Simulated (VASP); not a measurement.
# Tc (Fm-3m) in VASP: notebook

The runs below take Tc through relaxation of cell and atoms, with r2SCAN.

All numbers are computed with VASP 6.6.1; they aren't measurements. Logs are shortened: lines on timing, memory, paths and dates and some standing lists are left out, and cuts for length are marked.

### 1 The cell of the first run

The structure is cubic, space group Fm-3m (No. 225). The conventional cell has a = 3.850 Å, b = 3.850 Å, c = 3.850 Å, α = 90.00°, β = 90.00°, γ = 90.00°. Within 3.6 Å of Tc (site symmetry m-3m) lie 12 Tc at 2.72 Å.

This isn't the form of Tc at room conditions, which is hcp.

### 2 Relaxation of cell and atoms, r2SCAN

POSCAR

```
Tc
1.0
    3.8500000000      0.0000000000      0.0000000000
    0.0000000000      3.8500000000      0.0000000000
    0.0000000000      0.0000000000      3.8500000000
Tc
4
Direct
    0.0000000000      0.0000000000      0.0000000000
    0.0000000000      0.5000000000      0.5000000000
    0.5000000000      0.0000000000      0.5000000000
    0.5000000000      0.5000000000      0.0000000000
```

INCAR.step1

```
SYSTEM = Tc
  PREC = Accurate
  ENCUT = 600
  ISMEAR = 0
  SIGMA = 0.05
  LREAL = .False.
  LASPH = .True.
  NELM = 80
  GGA = PE
  ALGO = Normal
  EDIFF = 1E-4
  LWAVE = .True.
  LCHARG = .False.
```

INCAR.step2

```
SYSTEM = Tc
  PREC = Accurate
  ENCUT = 600
  EDIFF = 1E-6
  ISMEAR = 0
  SIGMA = 0.05
  LREAL = .False.
  LASPH = .True.
  NELM = 80
  ALGO = Normal
  ISIF = 3
  LWAVE = .False.
  LCHARG = .False.
  METAGGA = R2SCAN
  LMIXTAU = .True.
  IBRION = 2
  NSW = 80
  EDIFFG = -0.01
  ISTART = 1
```

KPOINTS

```
Automatic mesh
0
Gamma
  5 5 5
  0 0 0
```

Potentials or basis: VASP PAW PBE potentials, release 64 (Tc_pv).

On the command line:

```bash
$ cat potpaw_PBE.64/Tc_pv/POTCAR > POTCAR
$ cp INCAR.step1 INCAR
$ mpirun -np 1 vasp_std > vasp.out
$ cp INCAR.step2 INCAR
$ mpirun -np 1 vasp_std > vasp.out
```

OUTCAR:

```text
SYSTEM = Tc
   PREC = Accurate
   ENCUT = 600
   EDIFF = 1E-6
   ISMEAR = 0
   LREAL = .False.
   LASPH = .True.
   NELM = 80
   ISIF = 3
   METAGGA = R2SCAN
   IBRION = 2
   NSW = 80
   EDIFFG = -0.01
   ISTART = 1

 ion  position               nearest neighbor table
   1  0.000  0.000  0.000-   2 2.72   3 2.72   4 2.72   2 2.72   3 2.72   2 2.72   4 2.72   2 2.72
                             3 2.72   4 2.72   3 2.72   4 2.72
   2  0.000  0.500  0.500-   1 2.72   3 2.72   4 2.72   1 2.72   4 2.72   1 2.72   3 2.72   1 2.72
                             3 2.72   4 2.72   4 2.72   3 2.72
   3  0.500  0.000  0.500-   1 2.72   2 2.72   4 2.72   1 2.72   4 2.72   2 2.72   4 2.72   4 2.72
                             1 2.72   2 2.72   1 2.72   2 2.72
   4  0.500  0.500  0.000-   1 2.72   2 2.72   3 2.72   2 2.72   3 2.72   1 2.72   3 2.72   3 2.72
                             1 2.72   2 2.72   2 2.72   1 2.72

  LATTYP: Found a simple cubic cell.
 ALAT       =     3.8500000000

  Lattice vectors:

 A1 = (   3.8500000000,   0.0000000000,   0.0000000000)
 A2 = (   0.0000000000,   3.8500000000,   0.0000000000)
 A3 = (   0.0000000000,   0.0000000000,   3.8500000000)

Analysis of symmetry for initial positions (statically):
=====================================================================
 Subroutine PRICEL returns following result:

  LATTYP: Found a face centered cubic cell.
 ALAT       =     3.8500000000

  Lattice vectors:

 A1 = (   1.9250000000,  -1.9250000000,   0.0000000000)
 A2 = (   1.9250000000,   0.0000000000,   1.9250000000)
 A3 = (   0.0000000000,  -1.9250000000,   1.9250000000)

   4 primitive cells build up your supercell.

 Routine SETGRP: Setting up the symmetry group for a
 simple cubic supercell.

 Subroutine GETGRP returns: Found 48 space group operations
 (whereof 48 operations were pure point group operations)
 out of a pool of 48 trial point group operations.

The static configuration has the point symmetry O_h .

Analysis of symmetry for dynamics (positions and initial velocities):
=====================================================================
 Subroutine PRICEL returns following result:

  LATTYP: Found a face centered cubic cell.
 ALAT       =     3.8500000000

  Lattice vectors:

 A1 = (   1.9250000000,  -1.9250000000,   0.0000000000)
 A2 = (   1.9250000000,   0.0000000000,   1.9250000000)
 A3 = (   0.0000000000,  -1.9250000000,   1.9250000000)

   4 primitive cells build up your supercell.

 Routine SETGRP: Setting up the symmetry group for a
 simple cubic supercell.

 Subroutine GETGRP returns: Found 48 space group operations
 (whereof 48 operations were pure point group operations)
 out of a pool of 48 trial point group operations.

The dynamic configuration has the point symmetry O_h .

 Subroutine INISYM returns: Found 48 space group operations
 (whereof 48 operations are pure point group operations),
 and found     4 'primitive' translations

----------------------------------------------------------------------------------------

                                     Primitive cell

  volume of cell :      14.2667

  direct lattice vectors                    reciprocal lattice vectors
     1.925000000 -1.925000000  0.000000000     0.259740260 -0.259740260 -0.259740260
     1.925000000  0.000000000  1.925000000     0.259740260  0.259740260  0.259740260
     0.000000000 -1.925000000  1.925000000    -0.259740260 -0.259740260  0.259740260

  length of vectors
     2.722361108  2.722361108  2.722361108     0.449883327  0.449883327  0.449883327

  position of ions in fractional coordinates (direct lattice)
     0.000000000  0.000000000  0.000000000

  ion indices of the primitive-cell ions
   primitive index   ion index
                 1           1

----------------------------------------------------------------------------------------

 KPOINTS: Automatic mesh

Automatic generation of k-mesh.
 Grid dimensions read from file:
 generate k-points for:    5    5    5

 Generating k-lattice:

  Cartesian coordinates                     Fractional coordinates (reciprocal lattice)
     0.051948052  0.000000000  0.000000000     0.200000000  0.000000000  0.000000000
     0.000000000  0.051948052  0.000000000     0.000000000  0.200000000  0.000000000
     0.000000000  0.000000000  0.051948052     0.000000000  0.000000000  0.200000000

  Length of vectors
     0.051948052  0.051948052  0.051948052

  Shift w.r.t. Gamma in fractional coordinates (k-lattice)
     0.000000000  0.000000000  0.000000000

 Subroutine IBZKPT returns following result:
 ===========================================

 Found     10 irreducible k-points:

 Following reciprocal coordinates:
            Coordinates               Weight
  0.000000  0.000000  0.000000      1.000000
  0.200000  0.000000  0.000000      6.000000
  0.400000  0.000000  0.000000      6.000000
  0.200000  0.200000  0.000000     12.000000
  0.400000  0.200000  0.000000     24.000000
  0.400000  0.400000  0.000000     12.000000
  0.200000  0.200000  0.200000      8.000000
  0.400000  0.200000  0.200000     24.000000
  0.400000  0.400000  0.200000     24.000000
  0.400000  0.400000  0.400000      8.000000
   k-points           NKPTS =     10   k-points in BZ     NKDIM =     10   number of bands    NBANDS=     31
   number of dos      NEDOS =    301   number of ions     NIONS =      4
   total plane-waves  NPLWV =  32768
   dimension x,y,z NGX =    32 NGY =   32 NGZ =   32
   dimension x,y,z NGXF=    64 NGYF=   64 NGZF=   64
   ions per type =               4
   NGX,Y,Z   is equivalent  to a cutoff of  13.82, 13.82, 13.82 a.u.
   NGXF,Y,Z  is equivalent  to a cutoff of  27.64, 27.64, 27.64 a.u.
 SYSTEM =  Tc
   PREC   = accura    normal or accurate (medium, high low for compatibility)
   ISTART =      1    job   : 0-new  1-cont  2-samecut
   ICHARG =      0    charge: 1-file 2-atom 10-const
   ISPIN  =      1    spin polarized calculation?
   LNONCOLLINEAR =      F non collinear calculations
   LSORBIT =      F    spin-orbit coupling
   LASPH  =      T    aspherical Exc in radial PAW
   ENCUT  =  600.0 eV  44.10 Ry    6.64 a.u.   7.69  7.69  7.69*2*pi/ulx,y,z
   NELM   =     80;   NELMIN=  2; NELMDL=  0     # of ELM steps
   EDIFF  = 0.1E-05   stopping-criterion for ELM
   LREAL  =      F    real-space projection
   EDIFFG = -.1E-01   stopping-criterion for IOM
   NSW    =     80    number of steps for IOM
   IBRION =      2    ionic relax: 0-MD 1-quasi-New 2-CG
   NFREE  =      1    steps in history (QN), initial steepest desc. (CG)
   ISIF   =      3    stress and relaxation
   ISYM   =      2    0-nonsym 1-usesym 2-fastsym
   POTIM  = 0.5000    time-step for ionic-motion
   TEBEG  =    0.0;   TEEND  =   0.0 temperature during run
   PSTRESS=    0.0 pullay stress
   NELECT =      52.0000    total number of electrons
   NUPDOWN=      -1.0000    fix difference up-down
   EMIN   =  10.00;   EMAX   =-10.00  energy-range for DOS
   EFERMI =   0.00;   METHOD = LEGACY
   ISMEAR =     0;   SIGMA  =   0.05  broadening in eV -4-tet -1-fermi 0-gaus
   EFERMI_NEDOS =   21; number of points for ismear=-14 and -15
   IALGO  =     38    algorithm
   IMIX   =      4    mixing-type and parameters
     AMIX     =   0.40;   BMIX     =  1.00
     AMIX_MAG =   1.60;   BMIX_MAG =  1.00
  volume/ion in A,a.u.               =      14.27        96.28
  Fermi-wavevector in a.u.,A,eV,Ry     =   1.587140  2.999260 34.273254  2.519013
  Thomas-Fermi vector in A             =   2.686343
   LORBIT       =      0    0 simple, 1 ext, 2 COOP (PROOUT), +10 PAW based schemes
   METAGGA = R2SCAN    functional components
   LHFCALC =     F    Hartree Fock is set to
   AEXX    =    0.0000 exact exchange contribution
   IVDW    =     0    specifies the selected vdW correction
   LEPSILON=     F    determine dielectric tensor
   LRPA    =     F    only Hartree local field effects (RPA)
 conjugate gradient relaxation of ions
 non-spin polarized calculation
 Gauss-broadening in eV      SIGMA  =   0.05
  energy-cutoff  :      600.00
  volume of cell :       57.07
 maximum number of plane-waves:      1935
 NGX is ok and might be reduce to    32
   NGX = 15   NGY = 15   NGZ = 15

--------------------------------------- Ionic step        1  -------------------------------------------

 number of electron      52.0000005 magnetization

 Free energy of the ion-electron system (eV)
  ---------------------------------------------------
  ext. energy  EPLUGINS =         0.00000000
  ---------------------------------------------------
  free energy    TOTEN  =      -103.49696398 eV

  energy without entropy =     -103.48944689  energy(sigma->0) =     -103.49320544

------------------------ aborting loop because EDIFF is reached ----------------------------------------

  FORCE on cell =-STRESS in cart. coord.  units (eV):
  Direction    XX          YY          ZZ          XY          YZ          ZX
  --------------------------------------------------------------------------------------
  -------------------------------------------------------------------------------------
  Total        0.7884518      0.7884518      0.7884518      0.0000000     -0.0000000      0.0000000
  in kB       22.1362250     22.1362250     22.1362250      0.0000000     -0.0000000      0.0000000
  external PRESSURE =      22.1362250 kB  Pullay stress =       0.0000000 kB
[... 61 lines left out ...]
  energy  without entropy=     -103.4645734148  energy(sigma->0) =     -103.46901292

--------------------------------------- Ionic step        3  -------------------------------------------

 number of electron      52.0000006 magnetization

 Free energy of the ion-electron system (eV)
  ---------------------------------------------------
  ext. energy  EPLUGINS =         0.00000000
  ---------------------------------------------------
  free energy    TOTEN  =      -103.49958577 eV

  energy without entropy =     -103.49174503  energy(sigma->0) =     -103.49566540

 E-fermi :  12.7155     XC(G=0): -15.1041

 val. band max:       12.6921774461   @ k =   0.4000   0.4000   0.0000
 cond. band min:      12.7388616754   @ k =   0.4000   0.2000   0.0000
 fundamental gap:      0.0466842293
 Fermi energy:        12.7154950277

 k-point     1 :       0.0000    0.0000    0.0000
  band No.  band energies     occupation
      1     -28.1913      2.00000
      2     -28.1913      2.00000
      3     -28.1913      2.00000
      4     -27.4032      2.00000
      5     -27.4032      2.00000
      6     -27.4032      2.00000
[... 360 lines left out ...]
  FREE ENERGIE OF THE ION-ELECTRON SYSTEM (eV)
  ---------------------------------------------------
  free  energy   TOTEN  =      -103.4995857691 eV

  energy  without entropy=     -103.4917450290  energy(sigma->0) =     -103.49566540

 reached required accuracy - stopping structural energy minimisation
```

Run time: 5.8 min. Hardware: 1 thread of AMD EPYC 9755, shared host; peak memory 0.16 GiB.

Results:

* Free energy: -103.4996 eV
* Relaxed volume: 14.36 Å³/atom
* Relaxed cell: a = 3.859 Å, b = 3.859 Å, c = 3.859 Å, α = 90.00°, β = 90.00°, γ = 90.00°
* Space group after relaxing (to 0.1 Å): Fm-3m (No. 225)
* Energy gained by relaxing: 0.7 meV/atom
* Ionic steps: 3
* Pressure after relaxing: 0.0 GPa
* Band gap on the k mesh: zero (bands 26 and 27 overlap by 3.84 eV)

The path:
| step | energy change (eV) | largest force (eV/Å) | pressure (GPa) | volume (Å³) |
| --- | --- | --- | --- | --- |
| 1 | 0.0000 | 0.0000 | 2.21 | 57.07 |
| 2 | 0.0235 | 0.0000 | -6.51 | 58.71 |
| 3 | -0.0026 | 0.0000 | 0.00 | 57.46 |

Final structure:
```xyz
4
Lattice="3.8588 0.0000 0.0000 0.0000 3.8588 0.0000 0.0000 0.0000 3.8588" Properties=species:S:1:pos:R:3 pbc="T T T"
Tc    0.0000    0.0000    0.0000
Tc    0.0000    1.9294    1.9294
Tc    1.9294    0.0000    1.9294
Tc    1.9294    1.9294    0.0000
```

Caveat: the PAW data sets were made with another functional, which shifts forces and pressure a little.

### 3 Relaxation of cell and atoms, r2SCAN

This run uses another cell than the first one, of 14.33 Å³/atom.

POSCAR

```
Tc
1.0
    3.8559548152      0.0000000000      0.0000000000
    0.0000000000      3.8559548152      0.0000000000
    0.0000000000      0.0000000000      3.8559548152
Tc
4
Direct
    0.0000000000      0.0000000000      0.0000000000
    0.0000000000      0.5000000000      0.5000000000
    0.5000000000      0.0000000000      0.5000000000
    0.5000000000      0.5000000000      0.0000000000
```

INCAR.step1

```
SYSTEM = Tc
PREC = Accurate
ENCUT = 600
ISMEAR = 0
SIGMA = 0.05
LREAL = .False.
LASPH = .True.
NELM = 60
GGA = PE
ALGO = Normal
EDIFF = 1E-4
LWAVE = .True.
LCHARG = .False.
```

INCAR.step2

```
SYSTEM = Tc
PREC = Accurate
ENCUT = 600
EDIFF = 1E-7
ISMEAR = 0
SIGMA = 0.05
LREAL = .False.
LASPH = .True.
NELM = 60
ALGO = Normal
ISIF = 3
LWAVE = .False.
LCHARG = .False.
METAGGA = R2SCAN
LMIXTAU = .True.
IBRION = 2
NSW = 80
EDIFFG = -0.01
ISTART = 1
```

KPOINTS is that of step 2.

Potentials or basis: VASP PAW PBE potentials, release 64 (Tc_pv).

On the command line:

```bash
$ cat potpaw_PBE.64/Tc_pv/POTCAR > POTCAR
$ cp INCAR.step1 INCAR
$ mpirun -np 1 vasp_std > vasp.out
$ cp INCAR.step2 INCAR
$ mpirun -np 1 vasp_std > vasp.out
```

OUTCAR:

```text
SYSTEM = Tc
   PREC = Accurate
   ENCUT = 600
   EDIFF = 1E-7
   ISMEAR = 0
   LREAL = .False.
   LASPH = .True.
   NELM = 60
   ISIF = 3
   METAGGA = R2SCAN
   IBRION = 2
   NSW = 80
   EDIFFG = -0.01
   ISTART = 1

 ion  position               nearest neighbor table
   1  0.000  0.000  0.000-   2 2.73   3 2.73   4 2.73   2 2.73   3 2.73   2 2.73   4 2.73   2 2.73
                             3 2.73   4 2.73   3 2.73   4 2.73
   2  0.000  0.500  0.500-   1 2.73   3 2.73   4 2.73   1 2.73   4 2.73   1 2.73   3 2.73   1 2.73
                             3 2.73   4 2.73   4 2.73   3 2.73
   3  0.500  0.000  0.500-   1 2.73   2 2.73   4 2.73   1 2.73   4 2.73   2 2.73   4 2.73   4 2.73
                             1 2.73   2 2.73   1 2.73   2 2.73
   4  0.500  0.500  0.000-   1 2.73   2 2.73   3 2.73   2 2.73   3 2.73   1 2.73   3 2.73   3 2.73
                             1 2.73   2 2.73   2 2.73   1 2.73

[... 195 lines left out ...]
  -------------------------------------------------------------------------------------
  Total        0.2497617      0.2497617      0.2497617     -0.0000000     -0.0000000     -0.0000000
  in kB        6.9797621      6.9797621      6.9797621     -0.0000000     -0.0000000     -0.0000000
  external PRESSURE =       6.9797621 kB  Pullay stress =       0.0000000 kB
[... 63 lines left out ...]
--------------------------------------- Ionic step        3  -------------------------------------------

 number of electron      52.0000006 magnetization

 Free energy of the ion-electron system (eV)
  ---------------------------------------------------
  ext. energy  EPLUGINS =         0.00000000
  ---------------------------------------------------
  free energy    TOTEN  =      -103.49960413 eV

  energy without entropy =     -103.49176513  energy(sigma->0) =     -103.49568463

 E-fermi :  12.7166     XC(G=0): -15.1045

 val. band max:       12.6932223076   @ k =   0.4000   0.4000   0.0000
 cond. band min:      12.7399235462   @ k =   0.4000   0.2000   0.0000
 fundamental gap:      0.0467012386
 Fermi energy:        12.7165545979

 k-point     1 :       0.0000    0.0000    0.0000
  band No.  band energies     occupation
      1     -28.1904      2.00000
      2     -28.1904      2.00000
      3     -28.1904      2.00000
      4     -27.4022      2.00000
      5     -27.4022      2.00000
      6     -27.4022      2.00000
[... 360 lines left out ...]
  FREE ENERGIE OF THE ION-ELECTRON SYSTEM (eV)
  ---------------------------------------------------
  free  energy   TOTEN  =      -103.4996041288 eV

  energy  without entropy=     -103.4917651341  energy(sigma->0) =     -103.49568463

 reached required accuracy - stopping structural energy minimisation
```

OUTCAR.step1:

```text
SYSTEM = Tc
   PREC = Accurate
   ENCUT = 600
   ISMEAR = 0
   LREAL = .False.
   LASPH = .True.
   NELM = 60
[... 569 lines left out ...]
      0.00000      1.92798      1.92798         0.000000     -0.000000      0.000000
      1.92798      0.00000      1.92798         0.000000     -0.000000     -0.000000
      1.92798      1.92798      0.00000        -0.000000      0.000000      0.000000
 -----------------------------------------------------------------------------------
    total drift:                                0.000000     -0.000000     -0.000000

  FREE ENERGIE OF THE ION-ELECTRON SYSTEM (eV)
  ---------------------------------------------------
  free  energy   TOTEN  =       -40.9784499944 eV

  energy  without entropy=      -40.9654296553  energy(sigma->0) =      -40.97193982
```

Run time: 6 min. Hardware: 1 thread of AMD EPYC 9755, shared host; peak memory 0.16 GiB.

Results:

```yaml
Free_energy: -103.4996 eV
Relaxed_volume: 14.36 Å³/atom
Relaxed_cell: a = 3.859 Å, b = 3.859 Å, c = 3.859 Å, α = 90.00°, β = 90.00°, γ = 90.00°
Space_group_after_relaxing_to_0.1_Å: Fm-3m (No. 225)
Energy_gained_by_relaxing: 0.1 meV/atom
Ionic_steps: 3
Pressure_after_relaxing: 0.0 GPa
Band_gap_on_the_k_mesh: zero (bands 26 and 27 overlap by 3.84 eV)
```

The path:
```
step  energy change (eV)  largest force (eV/Å)  pressure (GPa)  volume (Å³)
   1              0.0000                0.0000            0.70        57.33
   2              0.0024                0.0000           -2.15        57.85
   3             -0.0003                0.0000            0.01        57.45
```

Final structure:
```cif
data_structure
_symmetry_space_group_name_H-M 'P 1'
_symmetry_Int_Tables_number 1
_cell_length_a 3.8587
_cell_length_b 3.8587
_cell_length_c 3.8587
_cell_angle_alpha 90.000
_cell_angle_beta 90.000
_cell_angle_gamma 90.000
_cell_volume 57.45
loop_
_atom_site_label
_atom_site_type_symbol
_atom_site_fract_x
_atom_site_fract_y
_atom_site_fract_z
_atom_site_occupancy
Tc1 Tc 0.00000 0.00000 0.00000 1
Tc2 Tc 0.00000 0.50000 0.50000 1
Tc3 Tc 0.50000 0.00000 0.50000 1
Tc4 Tc 0.50000 0.50000 0.00000 1
```

Caveat: the PAW data sets were made with another functional, which shifts forces and pressure a little.

The gap in the log of VASP goes by the Fermi energy; the results here count the filled bands.